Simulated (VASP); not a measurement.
# Al2MoAs4 (I-42m) in VASP: single point with r2SCAN+rVV10

Aim: the single point of Al2MoAs4 with r2SCAN+rVV10.

All numbers are computed with VASP 6.6.1; they aren't measurements. Logs are shortened: lines on timing, memory, paths and dates and some standing lists are left out, and cuts for length are marked.

### 1 The cell of the first run

The structure is tetragonal, space group I-42m (No. 121). The conventional cell has a = 5.657 Å, b = 5.657 Å, c = 10.829 Å, α = 90.00°, β = 90.00°, γ = 90.00°. Within 3.3 Å of Al (site symmetry 222) lie 4 As at 2.50 Å and 2 Mo at 2.83 Å. Mo (site symmetry -42m) has 4 As at 2.42 Å and 4 Al at 2.83 Å within 3.2 Å. Within 3.2 Å of As (site symmetry m) lie 1 Mo at 2.42 Å and 2 Al at 2.50 Å.

### 2 Single point, r2SCAN+rVV10

Contents of POSCAR:

```
Al2MoAs4
1.0
   -2.8287158441      2.8287158441      5.4144866307
    2.8287158441     -2.8287158441      5.4144866307
    2.8287158441      2.8287158441     -5.4144866307
Al Mo As
2 1 4
Direct
    0.5000000000      0.0000000000      0.5000000000
    0.0000000000      0.5000000000      0.5000000000
    0.0000000000      0.0000000000      0.0000000000
    0.6248047421      0.0976299722      0.0000000000
    0.3751952579      0.3751952579      0.4728252302
    0.0976299722      0.6248047421      0.0000000000
    0.9023700278      0.9023700278      0.5271747698
```

Contents of INCAR.step1:

```
SYSTEM = Al2MoAs4
  PREC = Accurate
  ENCUT = 520
  ISMEAR = -1
  SIGMA = 0.03
  LREAL = .FALSE.
  LASPH = .TRUE.
  NELM = 80
  NBANDS = 29
  GGA = PE
  ALGO = Normal
  EDIFF = 1E-4
  LWAVE = .TRUE.
  LCHARG = .FALSE.
```

Contents of INCAR.step2:

```
SYSTEM = Al2MoAs4
  PREC = Accurate
  ENCUT = 520
  EDIFF = 1E-7
  ISMEAR = -1
  SIGMA = 0.03
  LREAL = .FALSE.
  LASPH = .TRUE.
  NELM = 80
  ALGO = Normal
  ISIF = 2
  LWAVE = .FALSE.
  LCHARG = .TRUE.
  METAGGA = R2SCAN
  LMIXTAU = .TRUE.
  LUSE_VDW = .TRUE.
  IVDW_NL = 2
  BPARAM = 11.95
  CPARAM = 0.0093
  LELF = .TRUE.
  LVHAR = .TRUE.
  NBANDS = 29
  ISTART = 1
```

Contents of KPOINTS:

```
regular mesh
0
G
  8 8 8
  0 0 0
```

Potentials or basis: VASP PAW PBE potentials, release 64 (Al, Mo_sv, As).

Run with:

```bash
$ cat potpaw_PBE.64/Al/POTCAR potpaw_PBE.64/Mo_sv/POTCAR potpaw_PBE.64/As/POTCAR > POTCAR
$ cp INCAR.step1 INCAR
$ mpirun -np 1 vasp_std > vasp.out
$ cp INCAR.step2 INCAR
$ mpirun -np 1 vasp_std > vasp.out
```

OUTCAR:

```text
SYSTEM = Al2MoAs4
   PREC = Accurate
   ENCUT = 520
   EDIFF = 1E-7
   ISMEAR = -1
   LREAL = .FALSE.
   LASPH = .TRUE.
   NELM = 80
   ISIF = 2
   METAGGA = R2SCAN
   IVDW_NL = 2
   BPARAM = 11.95
   ISTART = 1

 ion  position               nearest neighbor table
   1  0.500  0.000  0.500-   5 2.50   4 2.50   6 2.50   7 2.50   3 2.83   3 2.83
   2  0.000  0.500  0.500-   5 2.50   6 2.50   4 2.50   7 2.50   3 2.83   3 2.83
   3  0.000  0.000  0.000-   5 2.42   4 2.42   6 2.42   7 2.42   1 2.83   2 2.83   2 2.83   1 2.83

   4  0.625  0.098  0.000-   3 2.42   2 2.50   1 2.50
   5  0.375  0.375  0.473-   3 2.42   2 2.50   1 2.50
   6  0.098  0.625  0.000-   3 2.42   1 2.50   2 2.50
   7  0.902  0.902  0.527-   3 2.42   2 2.50   1 2.50

  LATTYP: Found a body centered tetragonal cell.
 ALAT       =     5.6574316882
 C/A-ratio  =     1.9141147182

  Lattice vectors:

 A1 = (  -2.8287158441,   2.8287158441,   5.4144866307)
 A2 = (   2.8287158441,  -2.8287158441,   5.4144866307)
 A3 = (   2.8287158441,   2.8287158441,  -5.4144866307)

Analysis of symmetry for initial positions (statically):
=====================================================================
 Subroutine PRICEL returns:
 Original cell was already a primitive cell.

 Routine SETGRP: Setting up the symmetry group for a
 body centered tetragonal supercell.

 Subroutine GETGRP returns: Found  8 space group operations
 (whereof  8 operations were pure point group operations)
 out of a pool of 16 trial point group operations.

The static configuration has the point symmetry D_2d.

Analysis of symmetry for dynamics (positions and initial velocities):
=====================================================================
 Subroutine PRICEL returns:
 Original cell was already a primitive cell.

 Routine SETGRP: Setting up the symmetry group for a
 body centered tetragonal supercell.

 Subroutine GETGRP returns: Found  8 space group operations
 (whereof  8 operations were pure point group operations)
 out of a pool of 16 trial point group operations.

The dynamic configuration has the point symmetry D_2d.

 Subroutine INISYM returns: Found  8 space group operations
 (whereof  8 operations are pure point group operations),
 and found     1 'primitive' translations

----------------------------------------------------------------------------------------

                                     Primitive cell

  volume of cell :     173.2989

  direct lattice vectors                    reciprocal lattice vectors
    -2.828715844  2.828715844  5.414486631     0.000000000  0.176758652  0.092344858
     2.828715844 -2.828715844  5.414486631     0.176758652  0.000000000  0.092344858
     2.828715844  2.828715844 -5.414486631     0.176758652  0.176758652  0.000000000

  length of vectors
     6.732008031  6.732008031  6.732008031     0.199427165  0.199427165  0.249974483

  position of ions in fractional coordinates (direct lattice)
     0.500000000  0.000000000  0.500000000
     0.000000000  0.500000000  0.500000000
     0.000000000  0.000000000  0.000000000
     0.624804742  0.097629972  0.000000000
     0.375195258  0.375195258  0.472825230
     0.097629972  0.624804742  0.000000000
     0.902370028  0.902370028  0.527174770

  ion indices of the primitive-cell ions
   primitive index   ion index
                 1           1
                 2           2
                 3           3
                 4           4
                 5           5
                 6           6
                 7           7

----------------------------------------------------------------------------------------

 KPOINTS: regular mesh

Automatic generation of k-mesh.
 Grid dimensions read from file:
 generate k-points for:    8    8    8

 Generating k-lattice:

  Cartesian coordinates                     Fractional coordinates (reciprocal lattice)
     0.000000000  0.022094832  0.011543107     0.125000000  0.000000000 -0.000000000
     0.022094832  0.000000000  0.011543107     0.000000000  0.125000000 -0.000000000
     0.022094832  0.022094832  0.000000000     0.000000000  0.000000000  0.125000000

  Length of vectors
     0.024928396  0.024928396  0.031246810

  Shift w.r.t. Gamma in fractional coordinates (k-lattice)
     0.000000000  0.000000000  0.000000000

 Subroutine IBZKPT returns following result:
 ===========================================

 Found     59 irreducible k-points:

 Following reciprocal coordinates:
            Coordinates               Weight
  0.000000  0.000000  0.000000      1.000000
  0.125000  0.000000 -0.000000      8.000000
  0.250000  0.000000 -0.000000      8.000000
  0.375000  0.000000  0.000000      8.000000
  0.500000  0.000000 -0.000000      4.000000
  0.125000  0.125000 -0.000000      8.000000
[... 16 lines left out ...]
  0.250000  0.125000  0.125000     16.000000
  0.375000  0.125000  0.125000      8.000000
 [... further k-points ...]
   k-points           NKPTS =     59   k-points in BZ     NKDIM =     59   number of bands    NBANDS=     29
   number of dos      NEDOS =    301   number of ions     NIONS =      7
   total plane-waves  NPLWV = 125000
   dimension x,y,z NGX =    50 NGY =   50 NGZ =   50
   dimension x,y,z NGXF=   100 NGYF=  100 NGZF=  100
   ions per type =               2   1   4
   NGX,Y,Z   is equivalent  to a cutoff of  12.35, 12.35, 12.35 a.u.
   NGXF,Y,Z  is equivalent  to a cutoff of  24.69, 24.69, 24.69 a.u.
 SYSTEM =  Al2MoAs4
   PREC   = accura    normal or accurate (medium, high low for compatibility)
   ISTART =      1    job   : 0-new  1-cont  2-samecut
   ICHARG =      0    charge: 1-file 2-atom 10-const
   ISPIN  =      1    spin polarized calculation?
   LNONCOLLINEAR =      F non collinear calculations
   LSORBIT =      F    spin-orbit coupling
   LASPH  =      T    aspherical Exc in radial PAW
   ENCUT  =  520.0 eV  38.22 Ry    6.18 a.u.  12.52 12.52 12.52*2*pi/ulx,y,z
   NELM   =     80;   NELMIN=  2; NELMDL=  0     # of ELM steps
   EDIFF  = 0.1E-06   stopping-criterion for ELM
   LREAL  =      F    real-space projection
   EDIFFG = 0.1E-05   stopping-criterion for IOM
   NSW    =      0    number of steps for IOM
   IBRION =     -1    ionic relax: 0-MD 1-quasi-New 2-CG
   NFREE  =      0    steps in history (QN), initial steepest desc. (CG)
   ISIF   =      2    stress and relaxation
   ISYM   =      2    0-nonsym 1-usesym 2-fastsym
   POTIM  = 0.5000    time-step for ionic-motion
   TEBEG  =    0.0;   TEEND  =   0.0 temperature during run
   PSTRESS=    0.0 pullay stress
   NELECT =      40.0000    total number of electrons
   NUPDOWN=      -1.0000    fix difference up-down
   EMIN   =  10.00;   EMAX   =-10.00  energy-range for DOS
   EFERMI =   0.00;   METHOD = LEGACY
   ISMEAR =    -1;   SIGMA  =   0.03  broadening in eV -4-tet -1-fermi 0-gaus
   EFERMI_NEDOS =   21; number of points for ismear=-14 and -15
   IALGO  =     38    algorithm
   IMIX   =      4    mixing-type and parameters
     AMIX     =   0.40;   BMIX     =  1.00
     AMIX_MAG =   1.60;   BMIX_MAG =  1.00
  volume/ion in A,a.u.               =      24.76       167.07
  Fermi-wavevector in a.u.,A,eV,Ry     =   1.004222  1.897703 13.720943  1.008461
  Thomas-Fermi vector in A             =   2.136824
   LORBIT       =      0    0 simple, 1 ext, 2 COOP (PROOUT), +10 PAW based schemes
   METAGGA = R2SCAN    functional components
   LHFCALC =     F    Hartree Fock is set to
   AEXX    =    0.0000 exact exchange contribution
   IVDW_NL    =     2    kernel type
   BPARAM     =11.9500
   IVDW    =     0    specifies the selected vdW correction
   LEPSILON=     F    determine dielectric tensor
   LRPA    =     F    only Hartree local field effects (RPA)
 non-spin polarized calculation
  energy-cutoff  :      520.00
  volume of cell :      173.30
 maximum number of plane-waves:      4704
   NGX = 25   NGY = 25   NGZ = 25

 number of electron      40.0000000 magnetization

 Free energy of the ion-electron system (eV)
  ---------------------------------------------------
  ext. energy  EPLUGINS =         0.00000000
  ---------------------------------------------------
  free energy    TOTEN  =       -97.70336668 eV

  energy without entropy =      -97.70259898  energy(sigma->0) =      -97.70298283

 E-fermi :   3.4069     XC(G=0):  -9.5418

 val. band max:        3.4003834959   @ k =   0.5000   0.5000  -0.0000
 cond. band min:       3.4777104729   @ k =  -0.3750  -0.3750   0.3750
 fundamental gap:      0.0773269771
 Fermi energy:         3.4068679793

 k-point     1 :       0.0000    0.0000    0.0000
  band No.  band energies     occupation
      1     -59.5769      2.00000
      2     -33.0807      2.00000
      3     -33.0807      2.00000
      4     -32.8702      2.00000
      5      -8.8152      2.00000
      6      -6.8871      2.00000
[... 21 lines left out ...]
     28       8.8675      0.00000
     29       9.4532      0.00000

 k-point     2 :       0.1250    0.0000   -0.0000
  band No.  band energies     occupation
      1     -59.5769      2.00000
      2     -33.0808      2.00000
      3     -33.0807      2.00000
      4     -32.8702      2.00000
      5      -8.7504      2.00000
      6      -6.9491      2.00000
[... 21 lines left out ...]
     28       8.9588      0.00000
     29       9.1781      0.00000

 k-point     3 :       0.2500    0.0000   -0.0000
  band No.  band energies     occupation
      1     -59.5769      2.00000
      2     -33.0811      2.00000
      3     -33.0807      2.00000
      4     -32.8702      2.00000
      5      -8.5637      2.00000
      6      -7.1446      2.00000
[... 638 lines left out ...]
      5      -8.1130      2.00000
      6      -7.4278      2.00000
[... 21 lines left out ...]
     28       8.6103      0.00000
     29       9.1483      0.00000

 k-point    24 :       0.3750    0.1250    0.1250
  band No.  band energies     occupation
      1     -59.5769      2.00000
      2     -33.0814      2.00000
      3     -33.0811      2.00000
      4     -32.8702      2.00000
      5      -7.8998      2.00000
      6      -7.6226      2.00000
[... 21 lines left out ...]
     28       8.6296      0.00000
     29       9.1115      0.00000

 [... further k-points ...]

------------------------ aborting loop because EDIFF is reached ----------------------------------------

  FORCE on cell =-STRESS in cart. coord.  units (eV):
  Direction    XX          YY          ZZ          XY          YZ          ZX
  --------------------------------------------------------------------------------------
  -------------------------------------------------------------------------------------
  Total        0.1521928      0.1521928      0.1888594      0.0000000      0.0000000      0.0000000
  in kB        1.4070477      1.4070477      1.7460366      0.0000000      0.0000000      0.0000000
  external PRESSURE =       1.5200440 kB  Pullay stress =       0.0000000 kB

 VOLUME and BASIS-vectors are now :
 -----------------------------------------------------------------------------
  energy-cutoff  :      520.00
  volume of cell :      173.30
      direct lattice vectors                 reciprocal lattice vectors
    -2.828715844  2.828715844  5.414486631     0.000000000  0.176758652  0.092344858
     2.828715844 -2.828715844  5.414486631     0.176758652  0.000000000  0.092344858
     2.828715844  2.828715844 -5.414486631     0.176758652  0.176758652  0.000000000

 POSITION                                       TOTAL-FORCE (eV/Angst)
 -----------------------------------------------------------------------------------
      0.00000      2.82872      0.00000         0.000000      0.000000      0.000000
      2.82872      0.00000      0.00000         0.000000      0.000000      0.000000
      0.00000      0.00000      0.00000         0.000000     -0.000000      0.000000
     -1.49123      1.49123      3.91161         0.016166     -0.016166     -0.022645
      1.33749      1.33749      1.50287         0.016166      0.016166      0.022645
      1.49123     -1.49123      3.91161        -0.016166      0.016166     -0.022645
      1.49123      1.49123      6.91736        -0.016166     -0.016166      0.022645
 -----------------------------------------------------------------------------------
    total drift:                                0.000001      0.000001      0.000003

  FREE ENERGIE OF THE ION-ELECTRON SYSTEM (eV)
  ---------------------------------------------------
  free  energy   TOTEN  =       -97.7033666752 eV

  energy  without entropy=      -97.7025989788  energy(sigma->0) =      -97.70298283
```

It took 31 min on 1 thread of Oxide Virtual Turin-like, shared host; peak memory 0.94 GiB.

What came out:

| Quantity | Value |
| --- | --- |
| Free energy | -97.7034 eV |
| Pressure | 0.2 GPa |
| Largest force | 0.032 eV/Å |
| Band gap on the k mesh | zero (band 20 reaches 3.40 eV, above the bottom of band 21 at 3.35 eV) |

Forces in eV/Å, atoms in the order of the input:
```
Al   0.000  0.000  0.000
Al   0.000  0.000  0.000
Mo   0.000  0.000  0.000
As   0.016 -0.016 -0.023
As   0.016  0.016  0.023
As  -0.016  0.016 -0.023
As  -0.016 -0.016  0.023
```

Caveat: the PAW data sets were made with another functional, which shifts forces and pressure a little.
